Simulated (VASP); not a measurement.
# PbF2 (Fm-3m) in VASP: a series of runs, part 3 of 3

VASP 6.6.1.

## (5) Relaxation of cell and atoms, r2SCAN, target pressure 2 GPa, at which the enthalpy is minimised

This run uses another cell than the first one, of 17.30 Å³/atom.

Contents of POSCAR:

```
PbF2
1.0
    2.9605993906      2.9605993906      0.0000000000
   -2.9605993906      2.9605993906      0.0000000000
    0.0000000000      2.9605993906      2.9605993906
Pb F
1 2
Direct
    0.0000000000      0.0000000000      0.0000000000
    0.2500000000      0.7500000000      0.5000000000
    0.7500000000      0.2500000000      0.5000000000
```

Contents of INCAR.step1:

```
SYSTEM = PbF2
PREC = Accurate ; ENCUT = 600
ISMEAR = 0 ; SIGMA = 0.01
LREAL = .FALSE. ; LASPH = .TRUE.
NELM = 60 ; GGA = PE
ALGO = Normal ; EDIFF = 1E-4
LWAVE = .TRUE. ; LCHARG = .FALSE.
```

Contents of INCAR.step2:

```
SYSTEM = PbF2
PREC = Accurate ; ENCUT = 600
EDIFF = 1E-6 ; ISMEAR = 0
SIGMA = 0.01 ; LREAL = .FALSE.
LASPH = .TRUE. ; NELM = 60
ALGO = Normal ; ISIF = 3
LWAVE = .FALSE. ; LCHARG = .FALSE.
METAGGA = R2SCAN ; LMIXTAU = .TRUE.
IBRION = 2 ; NSW = 100
EDIFFG = -0.002 ; PSTRESS = 20.0
ISTART = 1
```

Contents of KPOINTS:

```
Automatic mesh
0
G
  8 8 8
  0 0 0
```

Potentials or basis: VASP PAW PBE potentials, release 64 (Pb_d, F).

Command:

```console
$ cat potpaw_PBE.64/Pb_d/POTCAR potpaw_PBE.64/F/POTCAR > POTCAR
$ cp INCAR.step1 INCAR
$ mpirun -np 1 vasp_std > vasp.out
$ cp INCAR.step2 INCAR
$ mpirun -np 1 vasp_std > vasp.out
```

OUTCAR:

```text
SYSTEM = PbF2
   PREC = Accurate
   ENCUT = 600
   EDIFF = 1E-6
   ISMEAR = 0
   LREAL = .FALSE.
   LASPH = .TRUE.
   NELM = 60
   ISIF = 3
   METAGGA = R2SCAN
   IBRION = 2
   NSW = 100
   EDIFFG = -0.002
   PSTRESS = 20.0
   ISTART = 1

 ion  position               nearest neighbor table
   1  0.000  0.000  0.000-   3 2.56   2 2.56   3 2.56   2 2.56   2 2.56   3 2.56   2 2.56   3 2.56

   2  0.250  0.750  0.500-   1 2.56   1 2.56   1 2.56   1 2.56
   3  0.750  0.250  0.500-   1 2.56   1 2.56   1 2.56   1 2.56

  LATTYP: Found a face centered cubic cell.
 ALAT       =     5.9211987812

  Lattice vectors:

 A1 = (   0.0000000000,   2.9605993906,   2.9605993906)
 A2 = (   2.9605993906,   0.0000000000,   2.9605993906)
 A3 = (   2.9605993906,   2.9605993906,   0.0000000000)

Analysis of symmetry for initial positions (statically):
=====================================================================
 Subroutine PRICEL returns:
 Original cell was already a primitive cell.

 Routine SETGRP: Setting up the symmetry group for a
 face centered cubic supercell.

 Subroutine GETGRP returns: Found 48 space group operations
 (whereof 48 operations were pure point group operations)
 out of a pool of 48 trial point group operations.

The static configuration has the point symmetry O_h .

Analysis of symmetry for dynamics (positions and initial velocities):
=====================================================================
 Subroutine PRICEL returns:
 Original cell was already a primitive cell.

 Routine SETGRP: Setting up the symmetry group for a
 face centered cubic supercell.

 Subroutine GETGRP returns: Found 48 space group operations
 (whereof 48 operations were pure point group operations)
 out of a pool of 48 trial point group operations.

The dynamic configuration has the point symmetry O_h .

 Subroutine INISYM returns: Found 48 space group operations
 (whereof 48 operations are pure point group operations),
 and found     1 'primitive' translations

----------------------------------------------------------------------------------------

                                     Primitive cell

  volume of cell :      51.9002

  direct lattice vectors                    reciprocal lattice vectors
     2.960599391  2.960599391  0.000000000     0.168884720  0.168884720 -0.168884720
    -2.960599391  2.960599391  0.000000000    -0.168884720  0.168884720 -0.168884720
     0.000000000  2.960599391  2.960599391     0.000000000  0.000000000  0.337769441

  length of vectors
     4.186919811  4.186919811  4.186919811     0.292516916  0.292516916  0.337769441

  position of ions in fractional coordinates (direct lattice)
     0.000000000  0.000000000  0.000000000
     0.250000000  0.750000000  0.500000000
     0.750000000  0.250000000  0.500000000

  ion indices of the primitive-cell ions
   primitive index   ion index
                 1           1
                 2           2
                 3           3

----------------------------------------------------------------------------------------

 KPOINTS: Automatic mesh

Automatic generation of k-mesh.
[... 28 lines left out ...]
  0.125000  0.125000  0.000000     12.000000
[... 16 lines left out ...]
  0.375000  0.250000  0.125000     48.000000
  0.500000  0.250000  0.125000     24.000000
 [... further k-points ...]
   k-points           NKPTS =     29   k-points in BZ     NKDIM =     29   number of bands    NBANDS=     18
   number of dos      NEDOS =    301   number of ions     NIONS =      3
   total plane-waves  NPLWV =  46656
   dimension x,y,z NGX =    36 NGY =   36 NGZ =   36
   dimension x,y,z NGXF=    72 NGYF=   72 NGZF=   72
   ions per type =               1   2
   NGX,Y,Z   is equivalent  to a cutoff of  14.29, 14.29, 14.29 a.u.
   NGXF,Y,Z  is equivalent  to a cutoff of  28.59, 28.59, 28.59 a.u.
 SYSTEM =  PbF2
   PREC   = accura    normal or accurate (medium, high low for compatibility)
   ISTART =      1    job   : 0-new  1-cont  2-samecut
   ICHARG =      0    charge: 1-file 2-atom 10-const
   ISPIN  =      1    spin polarized calculation?
   LNONCOLLINEAR =      F non collinear calculations
   LSORBIT =      F    spin-orbit coupling
   LASPH  =      T    aspherical Exc in radial PAW
   ENCUT  =  600.0 eV  44.10 Ry    6.64 a.u.   8.36  8.36  8.36*2*pi/ulx,y,z
   NELM   =     60;   NELMIN=  2; NELMDL=  0     # of ELM steps
   EDIFF  = 0.1E-05   stopping-criterion for ELM
   LREAL  =      F    real-space projection
   EDIFFG = -.2E-02   stopping-criterion for IOM
   NSW    =    100    number of steps for IOM
   IBRION =      2    ionic relax: 0-MD 1-quasi-New 2-CG
   NFREE  =      1    steps in history (QN), initial steepest desc. (CG)
   ISIF   =      3    stress and relaxation
   ISYM   =      2    0-nonsym 1-usesym 2-fastsym
   POTIM  = 0.5000    time-step for ionic-motion
   TEBEG  =    0.0;   TEEND  =   0.0 temperature during run
   PSTRESS=   20.0 pullay stress
   NELECT =      28.0000    total number of electrons
   NUPDOWN=      -1.0000    fix difference up-down
   EMIN   =  10.00;   EMAX   =-10.00  energy-range for DOS
   EFERMI =   0.00;   METHOD = LEGACY
   ISMEAR =     0;   SIGMA  =   0.01  broadening in eV -4-tet -1-fermi 0-gaus
   EFERMI_NEDOS =   21; number of points for ismear=-14 and -15
   IALGO  =     38    algorithm
   IMIX   =      4    mixing-type and parameters
     AMIX     =   0.40;   BMIX     =  1.00
     AMIX_MAG =   1.60;   BMIX_MAG =  1.00
  volume/ion in A,a.u.               =      17.30       116.75
  Fermi-wavevector in a.u.,A,eV,Ry     =   1.332717  2.518470 24.165770  1.776134
  Thomas-Fermi vector in A             =   2.461630
   LORBIT       =      0    0 simple, 1 ext, 2 COOP (PROOUT), +10 PAW based schemes
   METAGGA = R2SCAN    functional components
   LHFCALC =     F    Hartree Fock is set to
   AEXX    =    0.0000 exact exchange contribution
   IVDW    =     0    specifies the selected vdW correction
   LEPSILON=     F    determine dielectric tensor
   LRPA    =     F    only Hartree local field effects (RPA)
 conjugate gradient relaxation of ions
 non-spin polarized calculation
 Gauss-broadening in eV      SIGMA  =   0.01
  energy-cutoff  :      600.00
  volume of cell :       51.90
 maximum number of plane-waves:      1759
 NGX is ok and might be reduce to    36
   NGX = 17   NGY = 17   NGZ = 17

--------------------------------------- Ionic step        1  -------------------------------------------

 number of electron      28.0000008 magnetization

 Free energy of the ion-electron system (eV)
  ---------------------------------------------------
  ext. energy  EPLUGINS =         0.00000000
  ---------------------------------------------------
  free energy    TOTEN  =       -70.16671213 eV

  energy without entropy =      -70.16671213  energy(sigma->0) =      -70.16671213

------------------------ aborting loop because EDIFF is reached ----------------------------------------

  FORCE on cell =-STRESS in cart. coord.  units (eV):
  Direction    XX          YY          ZZ          XY          YZ          ZX
  --------------------------------------------------------------------------------------
  -------------------------------------------------------------------------------------
  Total       -0.0434127     -0.0434127     -0.0434127      0.0000000     -0.0000000      0.0000000
  in kB       -1.3401658     -1.3401658     -1.3401658      0.0000000     -0.0000000      0.0000000
  external PRESSURE =     -21.3401658 kB  Pullay stress =      20.0000000 kB
[... 65 lines left out ...]
--------------------------------------- Ionic step        3  -------------------------------------------

 number of electron      28.0000009 magnetization

 Free energy of the ion-electron system (eV)
  ---------------------------------------------------
  ext. energy  EPLUGINS =         0.00000000
  ---------------------------------------------------
  free energy    TOTEN  =       -70.15916996 eV

  energy without entropy =      -70.15916996  energy(sigma->0) =      -70.15916996

 E-fermi :   1.9269     XC(G=0): -10.1674

 val. band max:        1.8854206472   @ k =   0.5000   0.5000   0.2500
 cond. band min:       6.8073470650   @ k =   0.5000   0.5000   0.0000
 fundamental gap:      4.9219264178
 Fermi energy:         1.9268605965

 k-point     1 :       0.0000    0.0000    0.0000
  band No.  band energies     occupation
      1     -20.7600      2.00000
      2     -20.1213      2.00000
      3     -13.0293      2.00000
      4     -13.0293      2.00000
      5     -13.0293      2.00000
      6     -12.9656      2.00000
[... 481 lines left out ...]
      5     -12.9388      2.00000
      6     -12.9066      2.00000
[... 10 lines left out ...]
     17      10.2561      0.00000
     18      13.1008      0.00000

 [... further k-points ...]

------------------------ aborting loop because EDIFF is reached ----------------------------------------

  FORCE on cell =-STRESS in cart. coord.  units (eV):
  Direction    XX          YY          ZZ          XY          YZ          ZX
  --------------------------------------------------------------------------------------
  -------------------------------------------------------------------------------------
  Total        0.6316809      0.6316809      0.6316809      0.0000000      0.0000000     -0.0000000
  in kB       20.0140312     20.0140312     20.0140312      0.0000000      0.0000000     -0.0000000
  external PRESSURE =       0.0140312 kB  Pullay stress =      20.0000000 kB
[... 22 lines left out ...]
  energy  without entropy=      -70.1591699593  energy(sigma->0) =      -70.15916996

  enthalpy is  TOTEN    =       -69.5279319157 eV   P V=        0.6312380436

 reached required accuracy - stopping structural energy minimisation
```

Run time: 2.8 min. Hardware: 1 thread of Intel Xeon 6975P-C (Granite Rapids), shared host; peak memory 0.23 GiB.

What came out:

- Free energy: -70.1592 eV
- Relaxed volume: 16.86 Å³/atom
- Relaxed cell: a = 4.151 Å, b = 4.151 Å, c = 4.151 Å, α = 60.00°, β = 60.00°, γ = 90.00°
- Space group after relaxing (to 0.1 Å): Fm-3m (No. 225)
- Energy change on relaxing (the run minimises the enthalpy): +2.5 meV/atom
- Ionic steps: 3
- Pressure after relaxing: 2.0 GPa
- Band gap on the k mesh: 4.92 eV (least direct gap 5.07 eV)

Step by step:
```tsv
step	energy change (eV)	largest force (eV/Å)	pressure (GPa)	volume (Å³)
1	0.0000	0.0000	-0.13	51.90
2	0.0131	0.0000	2.67	50.19
3	0.0075	0.0000	2.00	50.57
```

Final structure:
```cif
data_structure
_symmetry_space_group_name_H-M 'P 1'
_symmetry_Int_Tables_number 1
_cell_length_a 4.1508
_cell_length_b 4.1508
_cell_length_c 4.1508
_cell_angle_alpha 60.000
_cell_angle_beta 60.000
_cell_angle_gamma 90.000
_cell_volume 50.57
loop_
_atom_site_label
_atom_site_type_symbol
_atom_site_fract_x
_atom_site_fract_y
_atom_site_fract_z
_atom_site_occupancy
Pb1 Pb 0.00000 0.00000 0.00000 1
F1 F 0.25000 0.75000 0.50000 1
F2 F 0.75000 0.25000 0.50000 1
```

Caveat: the cell is relaxed towards a set pressure, so the run minimises the enthalpy, not the energy; the PAW data sets were made with another functional, which shifts forces and pressure a little; spin-orbit coupling is left out, which moves the levels of the heavy elements.

## (6) Summary

| task | cell | cutoff (eV) | gap on the mesh (eV) | pressure (GPa) |
| --- | --- | --- | --- | --- |
| single point | a = 4.226 Å, angles 60.0, 60.0, 90.0°, 3 atoms | 520 | 4.94 | -2.1 |
| relaxation of cell and atoms | relaxed to -2 GPa from a = 4.187 Å, angles 60.0, 60.0, 90.0°, 3 atoms | 600 | 4.94 | -2.0 |
| relaxation of cell and atoms | relaxed to 2 GPa from a = 4.187 Å, angles 60.0, 60.0, 90.0°, 3 atoms | 600 | 4.92 | 2.0 |

Alike in all rows: level r2SCAN; potentials or basis VASP PAW PBE potentials, release 64 (Pb_d, F); no spin polarisation; k mesh 8 × 8 × 8; smearing gaussian 0.01 eV.

Caveats: the PAW data sets were made with another functional, which shifts forces and pressure a little; spin-orbit coupling is left out, which moves the levels of the heavy elements; the cell is relaxed towards a set pressure, so the run minimises the enthalpy, not the energy (at least some runs).

Absolute energies hang on the potentials; compare differences alone.
